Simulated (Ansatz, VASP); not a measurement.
## One calculation of Ag, two programs

```
Ag
1.0
    -1.61063    1.61063    1.61063
     1.61063   -1.61063    1.61063
     1.61063    1.61063   -1.61063
Ag
1
Direct
  0.00000 0.00000 0.00000
```

Alike in both runs: functional PBEsol; k mesh 8 × 8 × 8; occupations gaussian, width 0.1 eV; no spin polarisation.

Ansatz relaxed the structure, and its values are those at the end. VASP's run is a single point on that final structure, the one shown.

```csv
,VASP,Ansatz
version,VASP 6.6.1,Ansatz 0.2.0
potentials or method,"VASP PAW PBE potentials, release 64 (Ag), cutoff 500 eV","scalar-relativistic, plane waves, PAW"
valence electrons in the cell,11,19
```

Ansatz gave:

* gap on the k mesh at the Fermi level (eV): none
* pressure (GPa): 0.4

Q: What did VASP give for the same quantities?

A: gap on the k mesh at the Fermi level (eV): none; pressure (GPa): 0.3.

VASP's potentials were made for PBE, not for PBEsol. A gap of «none» marks a metal or a gap that the smearing closes. VASP's potentials hold 11 valence electrons a cell and Ansatz's 19, so a difference there can come from the potentials and not from the codes.
